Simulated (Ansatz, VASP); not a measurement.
## One calculation of GaAs, two programs

```xyz
2
Lattice="0.0000 2.8325 2.8325 2.8325 0.0000 2.8325 2.8325 2.8325 0.0000" Properties=species:S:1:pos:R:3 pbc="T T T"
Ga    0.0000    0.0000    0.0000
As    4.2487    4.2487    4.2487
```

Alike in both runs: task single point; functional PBEsol; k mesh 10 × 10 × 10; occupations gaussian, width 0.05 eV; no spin polarisation.

|  | VASP | Ansatz |
| --- | --- | --- |
| version | VASP 6.6.1 | Ansatz 0.2.0 |
| potentials or method | VASP PAW PBE potentials, release 64 (Ga_d, As), cutoff 520 eV | scalar-relativistic, plane waves, PAW |
| valence electrons in the cell | 18 | 28 |

Ansatz gave:

| Quantity | Value |
| --- | --- |
| gap on the k mesh at the Fermi level (eV) | 0.40 |
| least direct gap on the mesh (eV) | 0.40 |
| pressure (GPa) | -0.2 |

Q: Estimate VASP's values.

A: gap on the k mesh at the Fermi level (eV): 0.41; least direct gap on the mesh (eV): 0.41; pressure (GPa): -0.1.

VASP's potentials were made for PBE, not for PBEsol. The functional is the same, so the differences come from potentials, cutoffs and numerics. VASP's potentials hold 18 valence electrons a cell and Ansatz's 28, so a difference there can come from the potentials and not from the codes.
